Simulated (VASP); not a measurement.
# Rb3S4 (P-4m2) in VASP: a series of runs

The runs below take Rb3S4 through single point, with PBE.

All numbers are computed with VASP 6.6.1; they aren't measurements. Logs are shortened: lines on timing, memory, paths and dates and some standing lists are left out, and cuts for length are marked.

### 1 The cell of the first run

Symmetry: P-4m2, No. 115, tetragonal system. Conventional cell: a = 5.103 Å, b = 5.103 Å, c = 14.432 Å, α = 90.00°, β = 90.00°, γ = 90.00°. Rb (site symmetry 2mm) has 4 S at 3.12 Å within 4.1 Å. Rb (site symmetry -4m2) has 4 S at 3.12 Å within 4.1 Å. S (site symmetry 2mm) has 4 Rb at 3.12 Å within 4.1 Å. S (site symmetry 2mm) has 2 Rb at 3.12 Å within 4.1 Å.

### 2 Single point, PBE (atoms taken out)

Input file INCAR:

```
ALGO     = Normal         # electronic algorithm
EDIFF    = 1E-6           # SCF threshold, eV
ENCUT    = 520            # plane-wave cutoff, eV
GGA      = PE             # functional
ISIF     = 2              # what is computed and relaxed
ISMEAR   = 0              # smearing method
LASPH    = True           # aspherical terms in the spheres
LCHARG   = False          # write CHGCAR
LREAL    = False          # projectors in reciprocal space
LWAVE    = False          # write WAVECAR
NBANDS   = 34             # bands
NELM     = 100            # most SCF steps
PREC     = Accurate       # precision mode
SIGMA    = 0.1            # smearing width, eV
```

Input file KPOINTS:

```
k-points
0
Gamma
  4 4 2
```

Input file POSCAR:

```
Rb3S4
1.0
    5.1026041400      0.0000000000      0.0000000000
    0.0000000000      5.1026041400      0.0000000000
    0.0000000000      0.0000000000     14.4323439600
Rb S
3 4
Direct
    0.0000000000      0.0000000000      0.7500000000
    0.5000000000      0.5000000000      0.5000000000
    0.0000000000      0.0000000000      0.2500000000
    0.5000000000      0.0000000000      0.6250000000
    0.0000000000      0.5000000000      0.3750000000
    0.5000000000      0.0000000000      0.1250000000
    0.0000000000      0.5000000000      0.8750000000
```

Potentials or basis: VASP PAW PBE potentials, release 64 (Rb_sv, S).

Command:

```console
$ cat potpaw_PBE.64/Rb_sv/POTCAR potpaw_PBE.64/S/POTCAR > POTCAR
$ mpirun -np 1 vasp_std > vasp.out
```

OUTCAR:

```text
EDIFF = 1E-6
   ENCUT = 520
   GGA = PE
   ISIF = 2
   ISMEAR = 0
   LASPH = True
   LREAL = False
   NELM = 100
   PREC = Accurate

 ion  position               nearest neighbor table
   1  0.000  0.000  0.750-   4 3.12   7 3.12   7 3.12   4 3.12   2 5.10   2 5.10   2 5.10   2 5.10

   2  0.500  0.500  0.500-   4 3.12   5 3.12   4 3.12   5 3.12   1 5.10   3 5.10   1 5.10   1 5.10
                             3 5.10   3 5.10   1 5.10   3 5.10
   3  0.000  0.000  0.250-   5 3.12   6 3.12   5 3.12   6 3.12   2 5.10   2 5.10   2 5.10   2 5.10

   4  0.500  0.000  0.625-   1 3.12   2 3.12   2 3.12   1 3.12
   5  0.000  0.500  0.375-   2 3.12   3 3.12   3 3.12   2 3.12
   6  0.500  0.000  0.125-   3 3.12   3 3.12
   7  0.000  0.500  0.875-   1 3.12   1 3.12

  LATTYP: Found a simple tetragonal cell.
 ALAT       =     5.1026041400
 C/A-ratio  =     2.8284271254

  Lattice vectors:

 A1 = (   5.1026041400,   0.0000000000,   0.0000000000)
 A2 = (   0.0000000000,   5.1026041400,   0.0000000000)
 A3 = (   0.0000000000,   0.0000000000,  14.4323439600)

Analysis of symmetry for initial positions (statically):
=====================================================================
 Subroutine PRICEL returns:
 Original cell was already a primitive cell.

 Routine SETGRP: Setting up the symmetry group for a
 simple tetragonal supercell.

 Subroutine GETGRP returns: Found  8 space group operations
 (whereof  8 operations were pure point group operations)
 out of a pool of 16 trial point group operations.

The static configuration has the point symmetry D_2d.

Analysis of symmetry for dynamics (positions and initial velocities):
=====================================================================
 Subroutine PRICEL returns:
 Original cell was already a primitive cell.

 Routine SETGRP: Setting up the symmetry group for a
 simple tetragonal supercell.

 Subroutine GETGRP returns: Found  8 space group operations
 (whereof  8 operations were pure point group operations)
 out of a pool of 16 trial point group operations.

The dynamic configuration has the point symmetry D_2d.

 Subroutine INISYM returns: Found  8 space group operations
 (whereof  8 operations are pure point group operations),
 and found     1 'primitive' translations

----------------------------------------------------------------------------------------

                                     Primitive cell

  volume of cell :     375.7687

  direct lattice vectors                    reciprocal lattice vectors
     5.102604140  0.000000000  0.000000000     0.195978362  0.000000000  0.000000000
     0.000000000  5.102604140  0.000000000     0.000000000  0.195978362  0.000000000
     0.000000000  0.000000000 14.432343960     0.000000000  0.000000000  0.069288814

  length of vectors
     5.102604140  5.102604140 14.432343960     0.195978362  0.195978362  0.069288814

  position of ions in fractional coordinates (direct lattice)
     0.000000000  0.000000000  0.750000000
     0.500000000  0.500000000  0.500000000
     0.000000000  0.000000000  0.250000000
     0.500000000  0.000000000  0.625000000
     0.000000000  0.500000000  0.375000000
     0.500000000  0.000000000  0.125000000
     0.000000000  0.500000000  0.875000000

  ion indices of the primitive-cell ions
   primitive index   ion index
                 1           1
                 2           2
                 3           3
                 4           4
                 5           5
                 6           6
                 7           7

----------------------------------------------------------------------------------------

 KPOINTS: k-points

Automatic generation of k-mesh.
 Grid dimensions read from file:
 generate k-points for:    4    4    2

 Generating k-lattice:

  Cartesian coordinates                     Fractional coordinates (reciprocal lattice)
     0.048994590  0.000000000  0.000000000     0.250000000  0.000000000  0.000000000
     0.000000000  0.048994590  0.000000000     0.000000000  0.250000000  0.000000000
     0.000000000  0.000000000  0.034644407     0.000000000  0.000000000  0.500000000

  Length of vectors
     0.048994590  0.048994590  0.034644407

  Shift w.r.t. Gamma in fractional coordinates (k-lattice)
     0.000000000  0.000000000  0.000000000

 Subroutine IBZKPT returns following result:
 ===========================================

 Found     12 irreducible k-points:

 Following reciprocal coordinates:
            Coordinates               Weight
  0.000000  0.000000  0.000000      1.000000
  0.250000  0.000000  0.000000      4.000000
  0.500000  0.000000  0.000000      2.000000
  0.250000  0.250000  0.000000      4.000000
  0.500000  0.250000  0.000000      4.000000
  0.500000  0.500000  0.000000      1.000000
  0.000000  0.000000  0.500000      1.000000
  0.250000  0.000000  0.500000      4.000000
  0.500000  0.000000  0.500000      2.000000
  0.250000  0.250000  0.500000      4.000000
  0.500000  0.250000  0.500000      4.000000
  0.500000  0.500000  0.500000      1.000000
   k-points           NKPTS =     12   k-points in BZ     NKDIM =     12   number of bands    NBANDS=     34
   number of dos      NEDOS =    301   number of ions     NIONS =      7
   total plane-waves  NPLWV = 172800
   dimension x,y,z NGX =    40 NGY =   40 NGZ =  108
   dimension x,y,z NGXF=    80 NGYF=   80 NGZF=  216
   ions per type =               3   4
   NGX,Y,Z   is equivalent  to a cutoff of  13.03, 13.03, 12.44 a.u.
   NGXF,Y,Z  is equivalent  to a cutoff of  26.06, 26.06, 24.88 a.u.
 SYSTEM =  unknown system
   PREC   = accura    normal or accurate (medium, high low for compatibility)
   ISTART =      0    job   : 0-new  1-cont  2-samecut
   ICHARG =      2    charge: 1-file 2-atom 10-const
   ISPIN  =      1    spin polarized calculation?
   LNONCOLLINEAR =      F non collinear calculations
   LSORBIT =      F    spin-orbit coupling
   LASPH  =      T    aspherical Exc in radial PAW
   ENCUT  =  520.0 eV  38.22 Ry    6.18 a.u.   9.49  9.49 26.83*2*pi/ulx,y,z
   NELM   =    100;   NELMIN=  2; NELMDL= -5     # of ELM steps
   EDIFF  = 0.1E-05   stopping-criterion for ELM
   LREAL  =      F    real-space projection
   EDIFFG = 0.1E-04   stopping-criterion for IOM
   NSW    =      0    number of steps for IOM
   IBRION =     -1    ionic relax: 0-MD 1-quasi-New 2-CG
   NFREE  =      0    steps in history (QN), initial steepest desc. (CG)
   ISIF   =      2    stress and relaxation
   ISYM   =      2    0-nonsym 1-usesym 2-fastsym
   POTIM  = 0.5000    time-step for ionic-motion
   TEBEG  =    0.0;   TEEND  =   0.0 temperature during run
   PSTRESS=    0.0 pullay stress
   NELECT =      51.0000    total number of electrons
   NUPDOWN=      -1.0000    fix difference up-down
   EMIN   =  10.00;   EMAX   =-10.00  energy-range for DOS
   EFERMI =   0.00;   METHOD = LEGACY
   ISMEAR =     0;   SIGMA  =   0.10  broadening in eV -4-tet -1-fermi 0-gaus
   EFERMI_NEDOS =   21; number of points for ismear=-14 and -15
   IALGO  =     38    algorithm
   IMIX   =      4    mixing-type and parameters
     AMIX     =   0.40;   BMIX     =  1.00
     AMIX_MAG =   1.60;   BMIX_MAG =  1.00
  volume/ion in A,a.u.               =      53.68       362.26
  Fermi-wavevector in a.u.,A,eV,Ry     =   0.841314  1.589853  9.630325  0.707809
  Thomas-Fermi vector in A             =   1.955838
   LORBIT       =      0    0 simple, 1 ext, 2 COOP (PROOUT), +10 PAW based schemes
   GGA     = PE    functional components
   LHFCALC =     F    Hartree Fock is set to
   AEXX    =    0.0000 exact exchange contribution
   IVDW    =     0    specifies the selected vdW correction
   LEPSILON=     F    determine dielectric tensor
   LRPA    =     F    only Hartree local field effects (RPA)
 non-spin polarized calculation
 Gauss-broadening in eV      SIGMA  =   0.10
  energy-cutoff  :      520.00
  volume of cell :      375.77
 maximum number of plane-waves:     10185
 NGX is ok and might be reduce to    40
   NGX = 19   NGY = 19   NGZ = 53

 number of electron      50.9999994 magnetization

 Free energy of the ion-electron system (eV)
  ---------------------------------------------------
  ext. energy  EPLUGINS =         0.00000000
  ---------------------------------------------------
  free energy    TOTEN  =       -16.21555532 eV

  energy without entropy =      -15.92276398  energy(sigma->0) =      -16.06915965

 E-fermi :  -2.5514     XC(G=0):  -5.8168

 val. band max:       -2.5527351479   @ k =   0.2500   0.0000   0.0000
 cond. band min:      -2.5489563086   @ k =   0.5000   0.5000   0.5000
 fundamental gap:      0.0037788393
 Fermi energy:        -2.5513803511

 k-point     1 :       0.0000    0.0000    0.0000
  band No.  band energies     occupation
      1     -27.5224      2.00000
      2     -27.4910      2.00000
      3     -27.4907      2.00000
      4     -13.0206      2.00000
      5     -12.9425      2.00000
      6     -12.7876      2.00000
[... 26 lines left out ...]
     33       3.7390      0.00000
     34       4.2848      0.00000

 k-point     2 :       0.2500    0.0000    0.0000
  band No.  band energies     occupation
      1     -27.5213      2.00000
      2     -27.4900      2.00000
      3     -27.4899      2.00000
      4     -13.0181      2.00000
      5     -12.9581      2.00000
      6     -12.8533      2.00000
[... 26 lines left out ...]
     33       3.9516      0.00000
     34       4.5419      0.00000

 k-point     3 :       0.5000    0.0000    0.0000
  band No.  band energies     occupation
      1     -27.5202      2.00000
      2     -27.4891      2.00000
      3     -27.4890      2.00000
      4     -12.9967      2.00000
      5     -12.9700      2.00000
      6     -12.9644      2.00000
[... 26 lines left out ...]
     33       4.2870      0.00000
     34       4.3117      0.00000
[... 260 lines left out ...]
 k-point    11 :       0.5000    0.2500    0.5000
  band No.  band energies     occupation
      1     -27.5193      2.00000
      2     -27.4881      2.00000
      3     -27.4880      2.00000
      4     -13.0078      2.00000
      5     -13.0051      2.00000
      6     -12.9897      2.00000
[... 26 lines left out ...]
     33       3.9229      0.00000
     34       4.0100      0.00000

 k-point    12 :       0.5000    0.5000    0.5000
  band No.  band energies     occupation
      1     -27.5183      2.00000
      2     -27.4871      2.00000
      3     -27.4871      2.00000
      4     -13.0463      2.00000
      5     -13.0463      2.00000
      6     -12.9827      2.00000
[... 26 lines left out ...]
     33       3.8589      0.00000
     34       3.8781      0.00000

------------------------ aborting loop because EDIFF is reached ----------------------------------------

  FORCE on cell =-STRESS in cart. coord.  units (eV):
  Direction    XX          YY          ZZ          XY          YZ          ZX
  --------------------------------------------------------------------------------------
  -------------------------------------------------------------------------------------
  Total        2.4660078      2.4660078      1.9883233      0.0000000      0.0000000      0.0000000
  in kB       10.5143978     10.5143978      8.4776787      0.0000000      0.0000000      0.0000000
  external PRESSURE =       9.8354914 kB  Pullay stress =       0.0000000 kB

 VOLUME and BASIS-vectors are now :
 -----------------------------------------------------------------------------
  energy-cutoff  :      520.00
  volume of cell :      375.77
      direct lattice vectors                 reciprocal lattice vectors
     5.102604140  0.000000000  0.000000000     0.195978362  0.000000000  0.000000000
     0.000000000  5.102604140  0.000000000     0.000000000  0.195978362  0.000000000
     0.000000000  0.000000000 14.432343960     0.000000000  0.000000000  0.069288814

 POSITION                                       TOTAL-FORCE (eV/Angst)
 -----------------------------------------------------------------------------------
      0.00000      0.00000     10.82426         0.000000     -0.000000      0.155128
      2.55130      2.55130      7.21617         0.000000      0.000000      0.000000
      0.00000      0.00000      3.60809         0.000000     -0.000000     -0.155128
      2.55130      0.00000      9.02021         0.000000     -0.000000     -0.038672
      0.00000      2.55130      5.41213         0.000000     -0.000000      0.038672
      2.55130      0.00000      1.80404        -0.000000     -0.000000     -0.265617
      0.00000      2.55130     12.62830         0.000000     -0.000000      0.265617
 -----------------------------------------------------------------------------------
    total drift:                                0.000000      0.000000     -0.000000

  FREE ENERGIE OF THE ION-ELECTRON SYSTEM (eV)
  ---------------------------------------------------
  free  energy   TOTEN  =       -16.2155553177 eV

  energy  without entropy=      -15.9227639752  energy(sigma->0) =      -16.06915965
```

Wall time 7.7 min (1 thread of Intel Xeon 8259CL, shared host); peak memory 0.48 GiB.

What came out:

| Quantity | Value |
| --- | --- |
| Free energy | -16.2156 eV |
| Pressure | 1.0 GPa |
| Largest force | 0.266 eV/Å |
| Band gap on the k mesh | zero (an odd number of electrons rules out a gap without spin polarisation) |

Forces on the atoms (eV/Å):
```
Rb   0.000  0.000  0.155
Rb   0.000  0.000  0.000
Rb   0.000  0.000 -0.155
S    0.000  0.000 -0.039
S    0.000  0.000  0.039
S    0.000  0.000 -0.266
S    0.000  0.000  0.266
```

Caveat: the cell differs from its parent crystal (atoms taken out).

### 3 Single point, PBE (atoms taken out)

Input file INCAR:

```
SYSTEM = Rb3S4
ALGO     = Normal         ! electronic algorithm
EDIFF    = 1E-6           ! SCF threshold, eV
ENCUT    = 520            ! plane-wave cutoff, eV
GGA      = PE             ! functional
ISIF     = 2              ! what is computed and relaxed
ISMEAR   = 0              ! smearing method
LASPH    = .True.         ! aspherical terms in the spheres
LCHARG   = .False.        ! write CHGCAR
LREAL    = .False.        ! projectors in reciprocal space
LWAVE    = .False.        ! write WAVECAR
NBANDS   = 34             ! bands
NELM     = 100            ! most SCF steps
PREC     = Accurate       ! precision mode
SIGMA    = 0.1            ! smearing width, eV
```

Input file KPOINTS:

```
k-points
0
Gamma
  8 8 4
  0 0 0
```

Input file POSCAR:

```
Rb3S4
1.0
    3.7474888272      0.0000000000      0.0000000000
    0.0000000000      3.7474888272      0.0000000000
    0.0000000000      0.0000000000     15.9415192066
Rb S
3 4
Direct
    0.0000000000      0.0000000000      0.8234640018
    0.5000000000      0.5000000000      0.5000000000
    0.0000000000      0.0000000000      0.1765359982
    0.5000000000      0.0000000000      0.6631803107
    0.0000000000      0.5000000000      0.3368196893
    0.5000000000      0.0000000000      0.0005217980
    0.0000000000      0.5000000000      0.9994782020
```

Potentials or basis: VASP PAW PBE potentials, release 64 (Rb_sv, S).

Command:

```console
$ cat potpaw_PBE.64/Rb_sv/POTCAR potpaw_PBE.64/S/POTCAR > POTCAR
$ mpirun -np 1 vasp_std > vasp.out
```

Wall time 8.5 min (1 thread of Intel Xeon 8259CL, shared host); peak memory 0.44 GiB.

The run converged. Its results:

- Free energy: -21.0034 eV
- Pressure: 0.0 GPa
- Band gap on the k mesh: zero (an odd number of electrons rules out a gap without spin polarisation)

Levels at points of the mesh, in eV from the Fermi level:
| k point | band 23 | band 24 | band 25 | band 26 | band 27 | band 28 | band 29 | band 30 |
| --- | --- | --- | --- | --- | --- | --- | --- | --- |
| (0.00, 0.00, 0.00) | 0.17 | 0.17 | 0.24 | 0.24 | 1.99 | 2.66 | 2.66 | 2.93 |
| (0.50, 0.00, 0.00) | -1.21 | -1.12 | -0.89 | -0.87 | 0.43 | 0.43 | 4.27 | 4.80 |
| (0.50, 0.50, 0.00) | -1.28 | -1.19 | -0.65 | -0.65 | 2.97 | 3.59 | 3.82 | 3.93 |
| (0.00, 0.00, 0.50) | 0.17 | 0.17 | 0.24 | 0.24 | 2.21 | 2.52 | 2.66 | 2.66 |
| (0.50, 0.00, 0.50) | -1.22 | -1.12 | -0.88 | -0.88 | 0.43 | 0.43 | 4.29 | 4.78 |
| (0.50, 0.50, 0.50) | -1.26 | -1.19 | -0.65 | -0.65 | 2.94 | 3.66 | 3.79 | 3.93 |

Caveat: the cell differs from its parent crystal (atoms taken out).

### 4 Single point, PBE (atoms taken out)

Input file INCAR:

```
SYSTEM = Rb3S4
  ALGO = Normal
  EDIFF = 1E-7
  ENCUT = 520
  GGA = PE
  ISIF = 2
  ISMEAR = 0
  LASPH = .True.
  LCHARG = .False.
  LREAL = .False.
  LWAVE = .False.
  NBANDS = 34
  NELM = 60
  PREC = Accurate
  SIGMA = 0.1
```

Input file KPOINTS:

```
k-points
0
Gamma
  10 10 4
  0 0 0
```

Input file POSCAR:

```
Rb3S4
1.0
    3.7482789863      0.0000000000      0.0000000000
    0.0000000000      3.7482789863      0.0000000000
    0.0000000000      0.0000000000     15.9408446042
Rb S
3 4
Direct
    0.0000000000      0.0000000000      0.8232930551
    0.5000000000      0.5000000000      0.5000000000
    0.0000000000      0.0000000000      0.1767069449
    0.5000000000      0.0000000000      0.6631942155
    0.0000000000      0.5000000000      0.3368057845
    0.5000000000      0.0000000000      0.0006290826
    0.0000000000      0.5000000000      0.9993709174
```

Command:

```console
$ cat potpaw_PBE.64/Rb_sv/POTCAR potpaw_PBE.64/S/POTCAR > POTCAR
$ mpirun -np 1 vasp_std > vasp.out
```

Run time: 9.8 min. Hardware: 1 thread of Intel Xeon 8259CL, shared host; peak memory 0.52 GiB.

The run converged. Its results:

* Free energy: -21.0065 eV
* Pressure: 0.0 GPa
* Largest force: 0.003 eV/Å
* Band gap on the k mesh: zero (an odd number of electrons rules out a gap without spin polarisation)

Forces in eV/Å, atoms in the order of the input:
```
Rb   0.000  0.000 -0.003
Rb   0.000  0.000  0.000
Rb   0.000  0.000  0.003
S    0.000  0.000 -0.001
S    0.000  0.000  0.001
S    0.000  0.000  0.003
S    0.000  0.000 -0.003
```

Levels at points of the mesh, in eV from the Fermi level:
```
           k point  band 24  band 25  band 26  band 27  band 28  band 29
(0.00, 0.00, 0.00)     0.14     0.21     0.21     1.94     2.55     2.55
(0.50, 0.00, 0.00)    -1.23    -0.92    -0.90     0.40     0.41     4.23
(0.50, 0.50, 0.00)    -1.21    -0.68    -0.68     2.92     3.55     3.80
(0.00, 0.00, 0.50)     0.14     0.21     0.21     2.16     2.48     2.55
(0.50, 0.00, 0.50)    -1.23    -0.91    -0.91     0.40     0.41     4.25
(0.50, 0.50, 0.50)    -1.21    -0.68    -0.68     2.88     3.61     3.76
```

Caveat: the cell differs from its parent crystal (atoms taken out).

### 5 The runs side by side

| cell | k mesh | gap on the mesh (eV) | pressure (GPa) |
| --- | --- | --- | --- |
| a = 5.103, b = 5.103, c = 14.432 Å, 7 atoms, atomic positions A | 4 × 4 × 2 | none | 1.0 |
| a = 3.747, b = 3.747, c = 15.942 Å, 7 atoms, atomic positions B | 8 × 8 × 4 | none | 0.0 |
| a = 3.748, b = 3.748, c = 15.941 Å, 7 atoms, atomic positions C | 10 × 10 × 4 | none | 0.0 |

Alike in all rows: task single point; level PBE; potentials or basis VASP PAW PBE potentials, release 64 (Rb_sv, S); no spin polarisation; cutoff (eV) 520; smearing gaussian 0.1 eV.

Absolute energies hang on the potentials; compare differences alone.

The gap in the log of VASP goes by the Fermi energy; the results here count the filled bands.